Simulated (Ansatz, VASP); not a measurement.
**Two plane-wave programs on Na**

```
CELL_PARAMETERS angstrom
3.70038 0.00000 0.00000
-1.85019 3.20463 0.00000
0.00000 0.00000 12.53732
ATOMIC_POSITIONS crystal
Na 0.66667 0.33333 0.75000
Na 0.00000 0.00000 0.50000
Na 0.33333 0.66667 0.25000
Na 0.00000 0.00000 0.00000
```

Alike in both runs: task single point; functional r2SCAN; k mesh 8 × 8 × 3; occupations fermi-dirac, width 0.05 eV; no spin polarisation.

```csv
,VASP,Ansatz
version,VASP 6.6.1,Ansatz 0.2.0
potentials or method,"VASP PAW PBE potentials, release 64 (Na_pv)",Ansatz PAW
plane-wave cutoff (eV),520,500
valence electrons in the cell,28,36
```

VASP gave:

* gap on the k mesh at the Fermi level (eV): none
* pressure (GPa): 0.2
* traceless stress, the component that is largest in VASP (GPa): -0.68

Question: Estimate Ansatz's values.

Answer: gap on the k mesh at the Fermi level (eV): none; pressure (GPa): 0.1; traceless stress, the component that is largest in VASP (GPa): -0.70.

VASP's potentials were made for PBE, not for r2SCAN. A gap of «none» marks a metal or a gap that the smearing closes. VASP's potentials hold 28 valence electrons a cell and Ansatz's 36, so a difference there can come from the potentials and not from the codes.
